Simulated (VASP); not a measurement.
# TmB3Au (P6_3/mmc) in VASP: further runs

Runs on TmB3Au. Level: PBE. Tasks: single point.

Program: VASP 6.6.1. These are calculated values, not measurements. Logs are shortened: lines on timing, memory, paths and dates and some standing lists are left out, and cuts for length are marked.

**1. The cell of the first run**

It takes space group P6_3/mmc (No. 194, hexagonal). The conventional cell has a = 5.071 Å, b = 5.071 Å, c = 5.431 Å, α = 90.00°, β = 90.00°, γ = 120.00°. Within 3.4 Å of Tm (site symmetry -6m2) lie 12 B at 2.58 to 2.88 Å and 6 Au at 3.23 Å. B (site symmetry mm2) has 2 B at 1.67 Å within 2.2 Å. Au (site symmetry -3m) has 6 B at 2.39 Å and 2 Au at 2.72 Å and 6 Tm at 3.23 Å within 3.3 Å.

The cell was built from a structure type or drawn by symmetry, and may not be a known phase.

**2. Single point, PBE**

INCAR

```
SYSTEM = TmB3Au
ALGO = Normal
EDIFF = 1E-6
ENCUT = 500
GGA = PE
GGA_COMPAT = .False.
ISIF = 2
ISMEAR = 0
LASPH = .True.
LCHARG = .False.
LMAXMIX = 6
LREAL = .False.
LWAVE = .False.
NBANDS = 40
NELM = 200
PREC = Accurate
SIGMA = 0.1
```

KPOINTS

```
k-points
0
Gamma
  6 6 6
  0 0 0
```

POSCAR

```
TmB3Au
1.0
    5.0706466155      0.0000000000      0.0000000000
   -2.5353233077      4.3913087826      0.0000000000
    0.0000000000      0.0000000000      5.4311464451
Tm B Au
2 6 2
Direct
    0.3333333333      0.6666666667      0.7500000000
    0.6666666667      0.3333333333      0.2500000000
    0.2237067775      0.7762932225      0.2500000000
    0.4474135551      0.2237067775      0.7500000000
    0.2237067775      0.4474135551      0.2500000000
    0.7762932225      0.2237067775      0.7500000000
    0.5525864449      0.7762932225      0.2500000000
    0.7762932225      0.5525864449      0.7500000000
    0.0000000000      0.0000000000      0.0000000000
    0.0000000000      0.0000000000      0.5000000000
```

Potentials or basis: VASP PAW PBE potentials, release 64 (Tm_3, B, Au), 4f in core.

The run is started by

```
$ cat potpaw_PBE.64/Tm_3/POTCAR potpaw_PBE.64/B/POTCAR potpaw_PBE.64/Au/POTCAR > POTCAR
$ mpirun -np 1 vasp_std > vasp.out
```

OUTCAR:

```text
SYSTEM = TmB3Au
   EDIFF = 1E-6
   ENCUT = 500
   GGA = PE
   ISIF = 2
   ISMEAR = 0
   LASPH = .True.
   LREAL = .False.
   NELM = 200
   PREC = Accurate

 ion  position               nearest neighbor table
   1  0.333  0.667  0.750-   4 2.58   8 2.58   6 2.58   6 2.58   4 2.58   8 2.58   5 2.88   5 2.88
                             3 2.88   3 2.88   7 2.88   7 2.88  10 3.23   9 3.23   9 3.23  10 3.23
   2  0.667  0.333  0.250-   7 2.58   5 2.58   3 2.58   3 2.58   7 2.58   5 2.58   8 2.88   8 2.88
                             6 2.88   6 2.88   4 2.88   4 2.88  10 3.23   9 3.23   9 3.23  10 3.23
   3  0.224  0.776  0.250-   5 1.67   7 1.67   9 2.39  10 2.39   2 2.58   2 2.58   1 2.88   1 2.88

   4  0.447  0.224  0.750-   8 1.67   6 1.67   9 2.39  10 2.39   1 2.58   1 2.58   2 2.88   2 2.88

   5  0.224  0.447  0.250-   3 1.67   7 1.67   9 2.39  10 2.39   2 2.58   2 2.58   1 2.88   1 2.88

   6  0.776  0.224  0.750-   8 1.67   4 1.67   9 2.39  10 2.39   1 2.58   1 2.58   2 2.88   2 2.88

   7  0.553  0.776  0.250-   5 1.67   3 1.67   9 2.39  10 2.39   2 2.58   2 2.58   1 2.88   1 2.88

   8  0.776  0.553  0.750-   6 1.67   4 1.67   9 2.39  10 2.39   1 2.58   1 2.58   2 2.88   2 2.88

   9  0.000  0.000  0.000-   3 2.39   6 2.39   5 2.39   8 2.39   7 2.39   4 2.39  10 2.72  10 2.72
                             1 3.23   2 3.23   1 3.23   2 3.23   2 3.23   1 3.23
  10  0.000  0.000  0.500-   3 2.39   6 2.39   5 2.39   8 2.39   7 2.39   4 2.39   9 2.72   9 2.72
                             1 3.23   2 3.23   1 3.23   2 3.23   2 3.23   1 3.23

  LATTYP: Found a hexagonal cell.
 ALAT       =     5.0706466155
 C/A-ratio  =     1.0710954355

  Lattice vectors:

 A1 = (   5.0706466155,   0.0000000000,   0.0000000000)
 A2 = (  -2.5353233077,   4.3913087826,   0.0000000000)
 A3 = (   0.0000000000,   0.0000000000,   5.4311464451)

Analysis of symmetry for initial positions (statically):
=====================================================================
 Subroutine PRICEL returns:
 Original cell was already a primitive cell.

 Routine SETGRP: Setting up the symmetry group for a
 hexagonal supercell.

 Subroutine GETGRP returns: Found 24 space group operations
 (whereof 12 operations were pure point group operations)
 out of a pool of 24 trial point group operations.

The static configuration has the point symmetry D_3d.
 The point group associated with its full space group is D_6h.

Analysis of symmetry for dynamics (positions and initial velocities):
=====================================================================
 Subroutine PRICEL returns:
 Original cell was already a primitive cell.

 Routine SETGRP: Setting up the symmetry group for a
 hexagonal supercell.

 Subroutine GETGRP returns: Found 24 space group operations
 (whereof 12 operations were pure point group operations)
 out of a pool of 24 trial point group operations.

The dynamic configuration has the point symmetry D_3d.
 The point group associated with its full space group is D_6h.

 Subroutine INISYM returns: Found 24 space group operations
 (whereof 12 operations are pure point group operations),
 and found     1 'primitive' translations

----------------------------------------------------------------------------------------

                                     Primitive cell

  volume of cell :     120.9341

  direct lattice vectors                    reciprocal lattice vectors
     5.070646616  0.000000000  0.000000000     0.197213507  0.113861271  0.000000000
    -2.535323308  4.391308783  0.000000000     0.000000000  0.227722542  0.000000000
     0.000000000  0.000000000  5.431146445     0.000000000  0.000000000  0.184123188

  length of vectors
     5.070646616  5.070646615  5.431146445     0.227722542  0.227722542  0.184123188

  position of ions in fractional coordinates (direct lattice)
     0.333333333  0.666666667  0.750000000
     0.666666667  0.333333333  0.250000000
     0.223706777  0.776293223  0.250000000
     0.447413555  0.223706777  0.750000000
     0.223706777  0.447413555  0.250000000
     0.776293223  0.223706777  0.750000000
     0.552586445  0.776293223  0.250000000
     0.776293223  0.552586445  0.750000000
     0.000000000  0.000000000  0.000000000
     0.000000000  0.000000000  0.500000000

  ion indices of the primitive-cell ions
   primitive index   ion index
                 1           1
                 2           2
                 3           3
                 4           4
                 5           5
                 6           6
                 7           7
                 8           8
                 9           9
                10          10

----------------------------------------------------------------------------------------

 KPOINTS: k-points

Automatic generation of k-mesh.
 Grid dimensions read from file:
 generate k-points for:    6    6    6

 Generating k-lattice:

  Cartesian coordinates                     Fractional coordinates (reciprocal lattice)
     0.032868918  0.018976879  0.000000000     0.166666667  0.000000000  0.000000000
     0.000000000  0.037953757  0.000000000     0.000000000  0.166666667  0.000000000
     0.000000000  0.000000000  0.030687198     0.000000000  0.000000000  0.166666667

  Length of vectors
     0.037953757  0.037953757  0.030687198

  Shift w.r.t. Gamma in fractional coordinates (k-lattice)
     0.000000000  0.000000000  0.000000000

 Subroutine IBZKPT returns following result:
 ===========================================

 Found     28 irreducible k-points:

 Following reciprocal coordinates:
            Coordinates               Weight
  0.000000  0.000000  0.000000      1.000000
  0.166667  0.000000  0.000000      6.000000
  0.333333  0.000000  0.000000      6.000000
  0.500000  0.000000  0.000000      3.000000
  0.166667  0.166667  0.000000      6.000000
  0.333333  0.166667  0.000000     12.000000
[... 16 lines left out ...]
  0.166667  0.000000  0.500000      6.000000
  0.333333  0.000000  0.500000      6.000000
 [... further k-points ...]
   k-points           NKPTS =     28   k-points in BZ     NKDIM =     28   number of bands    NBANDS=     40
   number of dos      NEDOS =    301   number of ions     NIONS =     10
   total plane-waves  NPLWV =  64000
   dimension x,y,z NGX =    40 NGY =   40 NGZ =   40
   dimension x,y,z NGXF=    80 NGYF=   80 NGZF=   80
   ions per type =               2   6   2
   NGX,Y,Z   is equivalent  to a cutoff of  13.11, 13.11, 12.24 a.u.
   NGXF,Y,Z  is equivalent  to a cutoff of  26.23, 26.23, 24.49 a.u.
 SYSTEM =  TmB3Au
   PREC   = accura    normal or accurate (medium, high low for compatibility)
   ISTART =      0    job   : 0-new  1-cont  2-samecut
   ICHARG =      2    charge: 1-file 2-atom 10-const
   ISPIN  =      1    spin polarized calculation?
   LNONCOLLINEAR =      F non collinear calculations
   LSORBIT =      F    spin-orbit coupling
   LASPH  =      T    aspherical Exc in radial PAW
   ENCUT  =  500.0 eV  36.75 Ry    6.06 a.u.   9.24  9.24  9.90*2*pi/ulx,y,z
   NELM   =    200;   NELMIN=  2; NELMDL= -5     # of ELM steps
   EDIFF  = 0.1E-05   stopping-criterion for ELM
   LREAL  =      F    real-space projection
   EDIFFG = 0.1E-04   stopping-criterion for IOM
   NSW    =      0    number of steps for IOM
   IBRION =     -1    ionic relax: 0-MD 1-quasi-New 2-CG
   NFREE  =      0    steps in history (QN), initial steepest desc. (CG)
   ISIF   =      2    stress and relaxation
   ISYM   =      2    0-nonsym 1-usesym 2-fastsym
   POTIM  = 0.5000    time-step for ionic-motion
   TEBEG  =    0.0;   TEEND  =   0.0 temperature during run
   PSTRESS=    0.0 pullay stress
   NELECT =      58.0000    total number of electrons
   NUPDOWN=      -1.0000    fix difference up-down
   EMIN   =  10.00;   EMAX   =-10.00  energy-range for DOS
   EFERMI =   0.00;   METHOD = LEGACY
   ISMEAR =     0;   SIGMA  =   0.10  broadening in eV -4-tet -1-fermi 0-gaus
   EFERMI_NEDOS =   21; number of points for ismear=-14 and -15
   IALGO  =     38    algorithm
   IMIX   =      4    mixing-type and parameters
     AMIX     =   0.40;   BMIX     =  1.00
     AMIX_MAG =   1.60;   BMIX_MAG =  1.00
  volume/ion in A,a.u.               =      12.09        81.61
  Fermi-wavevector in a.u.,A,eV,Ry     =   1.281449  2.421587 22.342273  1.642111
  Thomas-Fermi vector in A             =   2.413818
   LORBIT       =      0    0 simple, 1 ext, 2 COOP (PROOUT), +10 PAW based schemes
   GGA     = PE    functional components
   LHFCALC =     F    Hartree Fock is set to
   AEXX    =    0.0000 exact exchange contribution
   IVDW    =     0    specifies the selected vdW correction
   LEPSILON=     F    determine dielectric tensor
   LRPA    =     F    only Hartree local field effects (RPA)
 non-spin polarized calculation
 Gauss-broadening in eV      SIGMA  =   0.10
  energy-cutoff  :      500.00
  volume of cell :      120.93
 maximum number of plane-waves:      3092
 NGX is ok and might be reduce to    40
   NGX = 19   NGY = 19   NGZ = 19

 number of electron      58.0000004 magnetization

 Free energy of the ion-electron system (eV)
  ---------------------------------------------------
  ext. energy  EPLUGINS =         0.00000000
  ---------------------------------------------------
  free energy    TOTEN  =       -57.89125839 eV

  energy without entropy =      -57.87919401  energy(sigma->0) =      -57.88522620

 E-fermi :   6.5761     XC(G=0): -11.9151

 val. band max:        6.5542570572   @ k =   0.1667   0.1667   0.5000
 cond. band min:       6.5789506977   @ k =   0.1667   0.1667   0.3333
 fundamental gap:      0.0246936405
 Fermi energy:         6.5761137535

 k-point     1 :       0.0000    0.0000    0.0000
  band No.  band energies     occupation
      1     -18.0795      2.00000
      2     -17.9797      2.00000
      3     -17.9797      2.00000
      4     -17.9512      2.00000
      5     -17.9109      2.00000
      6     -17.9109      2.00000
[... 32 lines left out ...]
     39      13.2823      0.00000
     40      13.2866      0.00000

 k-point     2 :       0.1667    0.0000    0.0000
  band No.  band energies     occupation
      1     -18.0710      2.00000
      2     -17.9822      2.00000
      3     -17.9790      2.00000
      4     -17.9585      2.00000
      5     -17.9193      2.00000
      6     -17.9097      2.00000
[... 32 lines left out ...]
     39      12.4491      0.00000
     40      12.6224      0.00000

 k-point     3 :       0.3333    0.0000    0.0000
  band No.  band energies     occupation
      1     -18.0498      2.00000
      2     -17.9868      2.00000
      3     -17.9822      2.00000
      4     -17.9777      2.00000
      5     -17.9315      2.00000
      6     -17.9076      2.00000
[... 32 lines left out ...]
     39      12.3864      0.00000
     40      12.6704      0.00000

 k-point     4 :       0.5000    0.0000    0.0000
  band No.  band energies     occupation
      1     -18.0331      2.00000
      2     -17.9933      2.00000
      3     -17.9891      2.00000
      4     -17.9867      2.00000
      5     -17.9345      2.00000
      6     -17.9066      2.00000
[... 32 lines left out ...]
     39      12.1097      0.00000
     40      12.2735      0.00000
[... 772 lines left out ...]
     39      11.6197      0.00000
     40      11.6197      0.00000

 k-point    23 :       0.1667    0.0000    0.5000
  band No.  band energies     occupation
      1     -18.0363      2.00000
      2     -18.0363      2.00000
      3     -17.9459      2.00000
      4     -17.9459      2.00000
      5     -17.9351      2.00000
      6     -17.9351      2.00000
[... 32 lines left out ...]
     39      12.2043      0.00000
     40      12.2753      0.00000

 k-point    24 :       0.3333    0.0000    0.5000
  band No.  band energies     occupation
      1     -18.0552      2.00000
      2     -18.0552      2.00000
      3     -17.9472      2.00000
      4     -17.9472      2.00000
      5     -17.9216      2.00000
      6     -17.9216      2.00000
[... 32 lines left out ...]
     39      12.3181      0.00000
     40      12.3182      0.00000

 [... further k-points ...]

------------------------ aborting loop because EDIFF is reached ----------------------------------------

  FORCE on cell =-STRESS in cart. coord.  units (eV):
  Direction    XX          YY          ZZ          XY          YZ          ZX
  --------------------------------------------------------------------------------------
  -------------------------------------------------------------------------------------
  Total        0.5139043      0.5139043     -0.1649975      0.0000000      0.0000000      0.0000000
  in kB        6.8083838      6.8083838     -2.1859439      0.0000000      0.0000000      0.0000000
  external PRESSURE =       3.8102745 kB  Pullay stress =       0.0000000 kB

 VOLUME and BASIS-vectors are now :
 -----------------------------------------------------------------------------
  energy-cutoff  :      500.00
  volume of cell :      120.93
      direct lattice vectors                 reciprocal lattice vectors
     5.070646616  0.000000000  0.000000000     0.197213507  0.113861271  0.000000000
    -2.535323308  4.391308783  0.000000000     0.000000000  0.227722542  0.000000000
     0.000000000  0.000000000  5.431146445     0.000000000  0.000000000  0.184123188

 POSITION                                       TOTAL-FORCE (eV/Angst)
 -----------------------------------------------------------------------------------
     -0.00000      2.92754      4.07336        -0.000000      0.000000     -0.000000
      2.53532      1.46377      1.35779        -0.000000     -0.000000     -0.000000
     -0.83382      3.40894      1.35779        -0.014667      0.008468     -0.000000
      1.70151      0.98237      4.07336        -0.014667     -0.008468      0.000000
     -0.00000      1.96473      1.35779        -0.000000     -0.016936      0.000000
      3.36914      0.98237      4.07336         0.014667     -0.008468      0.000000
      0.83382      3.40894      1.35779         0.014667      0.008468     -0.000000
      2.53532      2.42658      4.07336         0.000000      0.016936     -0.000000
      0.00000      0.00000      0.00000        -0.000000      0.000000     -0.000000
      0.00000      0.00000      2.71557        -0.000000      0.000000     -0.000000
 -----------------------------------------------------------------------------------
    total drift:                                0.000000     -0.000000      0.000000

  FREE ENERGIE OF THE ION-ELECTRON SYSTEM (eV)
  ---------------------------------------------------
  free  energy   TOTEN  =       -57.8912583921 eV

  energy  without entropy=      -57.8791940102  energy(sigma->0) =      -57.88522620
```

It took 1.7 min on 1 thread of Intel Xeon 6975P-C (Granite Rapids), shared host; peak memory 0.3 GiB.

Results:

```yaml
Free_energy: -57.8913 eV
Pressure: 0.4 GPa
Largest_force: 0.017 eV/Å
Band_gap_on_the_k_mesh: zero (bands 29 and 30 overlap by 2.28 eV)
```

Forces in eV/Å, atoms in the order of the input:
```
Tm   0.000  0.000  0.000
Tm   0.000  0.000  0.000
B   -0.015  0.008  0.000
B   -0.015 -0.008  0.000
B    0.000 -0.017  0.000
B    0.015 -0.008  0.000
B    0.015  0.008  0.000
B    0.000  0.017  0.000
Au   0.000  0.000  0.000
Au   0.000  0.000  0.000
```

Stress tensor (GPa, compression positive):
```
 0.68  0.00  0.00
 0.00  0.68  0.00
 0.00  0.00 -0.22
```

Caveat: spin-orbit coupling is left out, which moves the levels of the heavy elements; the 4f electrons are frozen in the core, so they carry no moment and show no levels.

(Part 1 of 2 ends here.)
